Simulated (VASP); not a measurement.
# Se (P3_121) in VASP: further runs

The runs below take Se through single point, with PBE.

All numbers are computed with VASP 6.6.1; they aren't measurements. Logs are shortened: lines on timing, memory, paths and dates and some standing lists are left out, and cuts for length are marked.

### 1 The cell of the first run

Symmetry: P3_121, No. 152, trigonal system. Conventional cell: a = 4.520 Å, b = 4.520 Å, c = 5.045 Å, α = 90.00°, β = 90.00°, γ = 120.00°. Se (site symmetry 2) has 2 Se at 2.40 Å within 3.2 Å.

### 2 Single point, PBE

INCAR reads:

```
  PREC = Accurate
  ENCUT = 520
  EDIFF = 1E-7
  ISMEAR = 1
  SIGMA = 1.0
  LREAL = False
  LASPH = True
  NELM = 80
  ALGO = Normal
  ISIF = 2
  LWAVE = False
  LCHARG = True
  GGA = PE
  LELF = True
  LVHAR = True
  NBANDS = 16
```

KPOINTS reads:

```
Automatic mesh
0
Gamma
  8 8 6
```

POSCAR reads:

```
Se
1.0
    4.5203796332      0.0000000000      0.0000000000
   -2.2601898166      3.9147635971      0.0000000000
    0.0000000000      0.0000000000      5.0453124951
Se
3
Direct
    0.2189274285      0.0000000000      0.3333333333
    1.0000000000      0.2189274285      0.6666666667
    0.7810725715      0.7810725715      0.0000000000
```

Potentials or basis: VASP PAW PBE potentials, release 64 (Se).

Run with:

```
> cat potpaw_PBE.64/Se/POTCAR > POTCAR
> mpirun -np 1 vasp_std > vasp.out
```

OUTCAR:

```text
PREC = Accurate
   ENCUT = 520
   EDIFF = 1E-7
   ISMEAR = 1
   LREAL = False
   LASPH = True
   NELM = 80
   ISIF = 2
   GGA = PE

 ion  position               nearest neighbor table
   1  0.219  0.000  0.333-   3 2.40   2 2.40
   2  0.000  0.219  0.667-   3 2.40   1 2.40
   3  0.781  0.781  0.000-   2 2.40   1 2.40

  LATTYP: Found a hexagonal cell.
 ALAT       =     4.5203796332
 C/A-ratio  =     1.1161258355

  Lattice vectors:

 A1 = (   4.5203796332,   0.0000000000,   0.0000000000)
 A2 = (  -2.2601898166,   3.9147635971,   0.0000000000)
 A3 = (   0.0000000000,   0.0000000000,   5.0453124951)

Analysis of symmetry for initial positions (statically):
=====================================================================
 Subroutine PRICEL returns:
 Original cell was already a primitive cell.

 Routine SETGRP: Setting up the symmetry group for a
 hexagonal supercell.

 Subroutine GETGRP returns: Found  6 space group operations
 (whereof  2 operations were pure point group operations)
 out of a pool of 24 trial point group operations.

The static configuration has the point symmetry C_2 .
 The point group associated with its full space group is D_3 .

Analysis of symmetry for dynamics (positions and initial velocities):
=====================================================================
 Subroutine PRICEL returns:
 Original cell was already a primitive cell.

 Routine SETGRP: Setting up the symmetry group for a
 hexagonal supercell.

 Subroutine GETGRP returns: Found  6 space group operations
 (whereof  2 operations were pure point group operations)
 out of a pool of 24 trial point group operations.

The dynamic configuration has the point symmetry C_2 .
 The point group associated with its full space group is D_3 .

 Subroutine INISYM returns: Found  6 space group operations
 (whereof  2 operations are pure point group operations),
 and found     1 'primitive' translations

----------------------------------------------------------------------------------------

                                     Primitive cell

  volume of cell :      89.2829

  direct lattice vectors                    reciprocal lattice vectors
     4.520379633  0.000000000  0.000000000     0.221220358  0.127721633  0.000000000
    -2.260189817  3.914763597  0.000000000     0.000000000  0.255443266  0.000000000
     0.000000000  0.000000000  5.045312495     0.000000000  0.000000000  0.198203778

  length of vectors
     4.520379633  4.520379633  5.045312495     0.255443266  0.255443266  0.198203778

  position of ions in fractional coordinates (direct lattice)
     0.218927429  0.000000000  0.333333333
     0.000000000  0.218927429  0.666666667
     0.781072571  0.781072571  0.000000000

  ion indices of the primitive-cell ions
   primitive index   ion index
                 1           1
                 2           2
                 3           3

----------------------------------------------------------------------------------------

 KPOINTS: Automatic mesh

Automatic generation of k-mesh.
 Grid dimensions read from file:
 generate k-points for:    8    8    6

 Generating k-lattice:

  Cartesian coordinates                     Fractional coordinates (reciprocal lattice)
     0.027652545  0.015965204  0.000000000     0.125000000  0.000000000  0.000000000
     0.000000000  0.031930408  0.000000000     0.000000000  0.125000000  0.000000000
     0.000000000  0.000000000  0.033033963     0.000000000  0.000000000  0.166666667

  Length of vectors
     0.031930408  0.031930408  0.033033963

  Shift w.r.t. Gamma in fractional coordinates (k-lattice)
     0.000000000  0.000000000  0.000000000

 Subroutine IBZKPT returns following result:
 ===========================================

 Found     50 irreducible k-points:

 Following reciprocal coordinates:
            Coordinates               Weight
  0.000000  0.000000  0.000000      1.000000
  0.125000  0.000000  0.000000      6.000000
  0.250000  0.000000  0.000000      6.000000
  0.375000  0.000000  0.000000      6.000000
  0.500000  0.000000  0.000000      3.000000
  0.125000  0.125000  0.000000      6.000000
[... 16 lines left out ...]
 -0.125000  0.500000  0.166667     12.000000
  0.250000  0.250000  0.166667     12.000000
 [... further k-points ...]
   k-points           NKPTS =     50   k-points in BZ     NKDIM =     50   number of bands    NBANDS=     16
   number of dos      NEDOS =    301   number of ions     NIONS =      3
   total plane-waves  NPLWV =  51840
   dimension x,y,z NGX =    36 NGY =   36 NGZ =   40
   dimension x,y,z NGXF=    72 NGYF=   72 NGZF=   80
   ions per type =               3
   NGX,Y,Z   is equivalent  to a cutoff of  13.24, 13.24, 13.18 a.u.
   NGXF,Y,Z  is equivalent  to a cutoff of  26.48, 26.48, 26.36 a.u.
 SYSTEM =  unknown system
   PREC   = accura    normal or accurate (medium, high low for compatibility)
   ISTART =      0    job   : 0-new  1-cont  2-samecut
   ICHARG =      2    charge: 1-file 2-atom 10-const
   ISPIN  =      1    spin polarized calculation?
   LNONCOLLINEAR =      F non collinear calculations
   LSORBIT =      F    spin-orbit coupling
   LASPH  =      T    aspherical Exc in radial PAW
   ENCUT  =  520.0 eV  38.22 Ry    6.18 a.u.   8.40  8.40  9.38*2*pi/ulx,y,z
   NELM   =     80;   NELMIN=  2; NELMDL= -5     # of ELM steps
   EDIFF  = 0.1E-06   stopping-criterion for ELM
   LREAL  =      F    real-space projection
   EDIFFG = 0.1E-05   stopping-criterion for IOM
   NSW    =      0    number of steps for IOM
   IBRION =     -1    ionic relax: 0-MD 1-quasi-New 2-CG
   NFREE  =      0    steps in history (QN), initial steepest desc. (CG)
   ISIF   =      2    stress and relaxation
   ISYM   =      2    0-nonsym 1-usesym 2-fastsym
   POTIM  = 0.5000    time-step for ionic-motion
   TEBEG  =    0.0;   TEEND  =   0.0 temperature during run
   PSTRESS=    0.0 pullay stress
   NELECT =      18.0000    total number of electrons
   NUPDOWN=      -1.0000    fix difference up-down
   EMIN   =  10.00;   EMAX   =-10.00  energy-range for DOS
   EFERMI =   0.00;   METHOD = LEGACY
   ISMEAR =     1;   SIGMA  =   1.00  broadening in eV -4-tet -1-fermi 0-gaus
   EFERMI_NEDOS =   21; number of points for ismear=-14 and -15
   IALGO  =     38    algorithm
   IMIX   =      4    mixing-type and parameters
     AMIX     =   0.40;   BMIX     =  1.00
     AMIX_MAG =   1.60;   BMIX_MAG =  1.00
  volume/ion in A,a.u.               =      29.76       200.84
  Fermi-wavevector in a.u.,A,eV,Ry     =   0.959937  1.814018 12.537489  0.921479
  Thomas-Fermi vector in A             =   2.089177
   LORBIT       =      0    0 simple, 1 ext, 2 COOP (PROOUT), +10 PAW based schemes
   GGA     = PE    functional components
   LHFCALC =     F    Hartree Fock is set to
   AEXX    =    0.0000 exact exchange contribution
   IVDW    =     0    specifies the selected vdW correction
   LEPSILON=     F    determine dielectric tensor
   LRPA    =     F    only Hartree local field effects (RPA)
 non-spin polarized calculation
 Methfessel and Paxton  Order N= 1 SIGMA  =   1.00
  energy-cutoff  :      520.00
  volume of cell :       89.28
 maximum number of plane-waves:      2461
 NGX is ok and might be reduce to    36
   NGX = 17   NGY = 17   NGZ = 19

 number of electron      18.0000001 magnetization

 Free energy of the ion-electron system (eV)
  ---------------------------------------------------
  ext. energy  EPLUGINS =         0.00000000
  ---------------------------------------------------
  free energy    TOTEN  =       -10.40564270 eV

  energy without entropy =      -10.73485670  energy(sigma->0) =      -10.51538070

 E-fermi :   2.5947     XC(G=0):  -8.4277

 val. band max:        1.8444464439   @ k =   0.5000   0.0000   0.5000
 cond. band min:       2.9719561058   @ k =   0.3750   0.2500   0.5000
 fundamental gap:      1.1275096619
 Fermi energy:         2.5947052171

 k-point     1 :       0.0000    0.0000    0.0000
  band No.  band energies     occupation
      1     -13.5351      2.00000
      2      -9.7175      2.00000
      3      -9.7175      2.00000
      4      -1.8845      2.00000
      5      -1.8845      2.00000
      6      -1.5821      2.00000
[... 8 lines left out ...]
     15       8.4929     -0.00000
     16      10.2803     -0.00000

 k-point     2 :       0.1250    0.0000    0.0000
  band No.  band energies     occupation
      1     -13.4884      2.00000
      2      -9.7626      2.00000
      3      -9.7152      2.00000
      4      -2.2049      2.00000
      5      -2.0291      2.00000
      6      -1.4794      2.00000
[... 8 lines left out ...]
     15       8.8428     -0.00000
     16      10.2407     -0.00000

 k-point     3 :       0.2500    0.0000    0.0000
  band No.  band energies     occupation
      1     -13.3686      2.00000
      2      -9.8849      2.00000
      3      -9.7093      2.00000
      4      -2.6165      2.00000
      5      -2.2795      2.00000
      6      -1.4377      2.00000
[... 8 lines left out ...]
     15       9.7201     -0.00000
     16      10.6156     -0.00000

 k-point     4 :       0.3750    0.0000    0.0000
  band No.  band energies     occupation
      1     -13.2360      2.00000
      2     -10.0284      2.00000
      3      -9.7031      2.00000
      4      -2.8422      2.00000
      5      -2.4753      2.00000
      6      -1.3680      2.00000
[... 8 lines left out ...]
     15      10.6455     -0.00000
     16      11.4320     -0.00000

 k-point     5 :       0.5000    0.0000    0.0000
  band No.  band energies     occupation
      1     -13.1765      2.00000
      2     -10.0948      2.00000
      3      -9.7005      2.00000
      4      -2.9001      2.00000
      5      -2.5507      2.00000
      6      -1.2435      2.00000
[... 8 lines left out ...]
     15      11.3162     -0.00000
     16      11.4073     -0.00000

 k-point     6 :       0.1250    0.1250    0.0000
  band No.  band energies     occupation
      1     -13.4049      2.00000
      2      -9.8379      2.00000
      3      -9.7203      2.00000
      4      -2.4856      2.00000
      5      -2.2785      2.00000
      6      -1.3941      2.00000
[... 8 lines left out ...]
     15       9.3434     -0.00000
     16      10.2791     -0.00000

 k-point     7 :       0.2500    0.1250    0.0000
  band No.  band energies     occupation
      1     -13.2769      2.00000
      2      -9.9556      2.00000
      3      -9.7344      2.00000
      4      -2.7414      2.00000
      5      -2.5011      2.00000
      6      -1.3179      2.00000
[... 8 lines left out ...]
     15      10.1288     -0.00000
     16      10.9079     -0.00000

 k-point     8 :       0.3750    0.1250    0.0000
  band No.  band energies     occupation
      1     -13.1777      2.00000
      2     -10.0528      2.00000
      3      -9.7447      2.00000
      4      -2.8607      2.00000
      5      -2.6017      2.00000
      6      -1.1873      2.00000
[... 8 lines left out ...]
     15      10.8523     -0.00000
     16      11.3352     -0.00000

 k-point     9 :       0.2500    0.2500    0.0000
  band No.  band energies     occupation
      1     -13.1789      2.00000
      2      -9.9928      2.00000
      3      -9.8070      2.00000
      4      -2.7908      2.00000
      5      -2.6844      2.00000
      6      -1.1100      2.00000
[... 8 lines left out ...]
     15      10.4260     -0.00000
     16      11.0578     -0.00000
[... 172 lines left out ...]
 k-point    19 :       0.1250    0.1250    0.1667
  band No.  band energies     occupation
      1     -13.2841      2.00000
      2     -10.7106      2.00000
      3      -8.9168      2.00000
      4      -2.5794      2.00000
      5      -2.3209      2.00000
      6      -1.3172      2.00000
[... 8 lines left out ...]
     15       9.2339     -0.00000
     16      10.2605     -0.00000

 k-point    20 :       0.2500    0.1250    0.1667
  band No.  band energies     occupation
      1     -13.1597      2.00000
      2     -10.6995      2.00000
      3      -9.0795      2.00000
      4      -2.8072      2.00000
      5      -2.5556      2.00000
      6      -1.2338      2.00000
[... 8 lines left out ...]
     15       9.7906     -0.00000
     16      10.8519     -0.00000

 k-point    21 :      -0.1250    0.3750    0.1667
  band No.  band energies     occupation
      1     -13.1587      2.00000
      2     -10.7105      2.00000
      3      -9.0594      2.00000
      4      -2.8425      2.00000
      5      -2.6272      2.00000
      6      -1.3406      2.00000
[... 8 lines left out ...]
     15      10.0780     -0.00000
     16      11.1337     -0.00000

 k-point    22 :       0.3750    0.1250    0.1667
  band No.  band energies     occupation
      1     -13.0631      2.00000
      2     -10.7033      2.00000
      3      -9.1887      2.00000
      4      -2.8999      2.00000
      5      -2.7756      2.00000
      6      -1.2638      2.00000
[... 8 lines left out ...]
     15      10.3987     -0.00000
     16      11.1713     -0.00000

 k-point    23 :      -0.1250    0.5000    0.1667
  band No.  band energies     occupation
      1     -13.0623      2.00000
      2     -10.7121      2.00000
      3      -9.1737      2.00000
      4      -2.9450      2.00000
      5      -2.7948      2.00000
      6      -1.3614      2.00000
[... 8 lines left out ...]
     15      10.7724     -0.00000
     16      11.3937     -0.00000

 k-point    24 :       0.2500    0.2500    0.1667
  band No.  band energies     occupation
      1     -13.0637      2.00000
      2     -10.7020      2.00000
      3      -9.1868      2.00000
      4      -2.9576      2.00000
      5      -2.7524      2.00000
      6      -1.2278      2.00000
[... 8 lines left out ...]
     15      10.3690     -0.00000
     16      11.2454     -0.00000

 [... further k-points ...]
[... 5 lines left out ...]
  --------------------------------------------------------------------------------------
  -------------------------------------------------------------------------------------
  Total       -0.1765214     -0.1765214     -0.1469403      0.0000000      0.0000000     -0.0000000
  in kB       -3.1676661     -3.1676661     -2.6368343      0.0000000      0.0000000     -0.0000000
  external PRESSURE =      -2.9907222 kB  Pullay stress =       0.0000000 kB

 VOLUME and BASIS-vectors are now :
 -----------------------------------------------------------------------------
  energy-cutoff  :      520.00
  volume of cell :       89.28
      direct lattice vectors                 reciprocal lattice vectors
     4.520379633  0.000000000  0.000000000     0.221220358  0.127721633  0.000000000
    -2.260189817  3.914763597  0.000000000     0.000000000  0.255443266  0.000000000
     0.000000000  0.000000000  5.045312495     0.000000000  0.000000000  0.198203778

 POSITION                                       TOTAL-FORCE (eV/Angst)
 -----------------------------------------------------------------------------------
      0.98964      0.00000      1.68177        -0.105449     -0.000000      0.000000
     -0.49482      0.85705      3.36354         0.052724     -0.091321      0.000000
      1.76537      3.05771      0.00000         0.052724      0.091321      0.000000
 -----------------------------------------------------------------------------------
    total drift:                                0.000000      0.000001     -0.000000

  FREE ENERGIE OF THE ION-ELECTRON SYSTEM (eV)
  ---------------------------------------------------
  free  energy   TOTEN  =       -10.4056426955 eV

  energy  without entropy=      -10.7348566951  energy(sigma->0) =      -10.51538070
```

It took 66 s on 1 thread of Intel Xeon Platinum 8375C at 2.90GHz (Ice Lake), shared host; peak memory 0.24 GiB.

What came out:

```yaml
Free_energy: -10.4056 eV
Pressure: -0.3 GPa
Largest_force: 0.105 eV/Å
Band_gap_on_the_k_mesh: 1.13 eV (least direct gap 1.22 eV)
```

Forces in eV/Å, atoms in the order of the input:
```
Se  -0.105  0.000  0.000
Se   0.053 -0.091  0.000
Se   0.053  0.091  0.000
```

Levels at points of the mesh, in eV from the valence-band top:
```csv
k point,band 7,band 8,band 9,band 10,band 11,band 12
"(0.00, 0.00, 0.00)",-1.85,-1.85,-0.31,1.92,1.92,2.29
"(0.50, 0.00, 0.00)",-2.59,-1.70,-0.86,2.00,2.42,3.84
"(0.00, 0.00, 0.50)",-1.32,-1.32,-0.95,1.34,1.38,1.38
"(0.50, 0.00, 0.50)",-1.58,-1.12,0.00,1.54,2.64,2.93
```

Caveat: so wide a smearing shifts energies and pressures.

### 3 Single point, PBE

INCAR reads:

```
SYSTEM = Se
  PREC = Accurate
  ENCUT = 520
  EDIFF = 1E-6
  ISMEAR = -1
  SIGMA = 0.05
  LREAL = .FALSE.
  LASPH = .TRUE.
  NELM = 80
  ALGO = Normal
  ISIF = 2
  LWAVE = .FALSE.
  LCHARG = .FALSE.
  GGA = PE
  NBANDS = 16
```

KPOINTS reads:

```
Automatic mesh
0
G
  9 9 7
  0 0 0
```

POSCAR is that of step 2.

Potentials or basis: VASP PAW PBE potentials, release 64 (Se).

Run with:

```
> cat potpaw_PBE.64/Se/POTCAR > POTCAR
> mpirun -np 1 vasp_std > vasp.out
```

Run time: 80 s. Hardware: 1 thread of Intel Xeon Platinum 8375C at 2.90GHz (Ice Lake), shared host; peak memory 0.26 GiB.

The run converged. Its results:

```
Free energy            : -10.5109 eV
Pressure               : 0.1 GPa
Largest force          : 0.023 eV/Å
Band gap on the k mesh : 1.21 eV (least direct gap 1.31 eV)
```

Forces on the atoms (eV/Å):
```
Se   0.023  0.000  0.000
Se  -0.011  0.020  0.000
Se  -0.011 -0.020  0.000
```

Levels at points of the mesh, in eV from the valence-band top:
```csv
k point,band 6,band 7,band 8,band 9,band 10,band 11,band 12,band 13
"(0.00, 0.00, 0.00)",-3.39,-1.82,-1.82,-0.28,1.96,1.96,2.33,5.92
```

### 4 Single point, PBE

INCAR reads:

```
SYSTEM = Se
ALGO = Normal ; EDIFF = 1E-6
ENCUT = 520 ; GGA = PE
ISIF = 2 ; ISMEAR = -1
LASPH = .True. ; LCHARG = .False.
LREAL = .False. ; LWAVE = .False.
NBANDS = 16 ; NELM = 60
PREC = Accurate ; SIGMA = 0.05
```

KPOINTS reads:

```
k-points
0
Gamma
  12 12 9
  0 0 0
```

POSCAR is that of step 3.

Run with:

```
> cat potpaw_PBE.64/Se/POTCAR > POTCAR
> mpirun -np 1 vasp_std > vasp.out
```

Run time: 2 min. Hardware: 1 thread of Intel Xeon Platinum 8375C at 2.90GHz (Ice Lake), shared host; peak memory 0.31 GiB.

It converged, with:

```
Free energy            : -10.5109 eV
Pressure               : 0.1 GPa
Largest force          : 0.023 eV/Å
Band gap on the k mesh : 1.15 eV (least direct gap 1.26 eV)
```

Forces on the atoms (eV/Å):
```
Se   0.023  0.000  0.000
Se  -0.011  0.020  0.000
Se  -0.011 -0.020  0.000
```

Levels at points of the mesh, in eV from the valence-band top:
```tsv
k point	band 6	band 7	band 8	band 9	band 10	band 11	band 12	band 13
(0.00, 0.00, 0.00)	-3.40	-1.83	-1.83	-0.29	1.95	1.95	2.32	5.91
(0.50, 0.00, 0.00)	-3.06	-2.57	-1.67	-0.84	2.03	2.45	3.87	5.68
```

### 5 Overview

```csv
k mesh,smearing,gap on the mesh (eV),pressure (GPa),largest force (eV/Å)
8 × 8 × 6,methfessel-paxton 1 eV,1.13,-0.3,0.11
9 × 9 × 7,fermi-dirac 0.05 eV,1.21,0.1,0.02
12 × 12 × 9,fermi-dirac 0.05 eV,1.15,0.1,0.02
```

Alike in all rows: task single point; level PBE; potentials or basis VASP PAW PBE potentials, release 64 (Se); no spin polarisation; cell as given; cutoff (eV) 520.

Caveats: so wide a smearing shifts energies and pressures (at least some runs).

Total energies depend on the potentials used, so only differences within one code and one set of settings carry meaning.
